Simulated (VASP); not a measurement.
## Na: single point with LDA

Crystal: Na.

```
Na
1.0
    -2.14100    2.14100    2.14100
     2.14100   -2.14100    2.14100
     2.14100    2.14100   -2.14100
Na
1
Direct
  0.00000 0.00000 0.00000
```

```
Program             : VASP 6.6.1
Task                : single point
Functional          : LDA
Potentials or basis : VASP PAW LDA potentials, release 64 (Na_pv)
Cutoff              : 520 eV
k mesh              : 9 × 9 × 9
Occupations         : gaussian, width 0.05 eV
Spin                : no spin polarisation
```

```
Pressure : -1.1 GPa
```

Levels at points of the mesh, in eV from the Fermi level:
```csv
k point,band 1,band 2,band 3,band 4,band 5,band 6,band 7,band 8
"(0.00, 0.00, 0.00)",-24.93,-24.93,-24.93,-3.10,11.35,11.35,11.35,12.41
```

Wall time 6.6 s on 1 thread of Intel(R) Xeon(R) Platinum 8488C (Sapphire Rapids), on a shared host, peak memory 0.13 GiB.
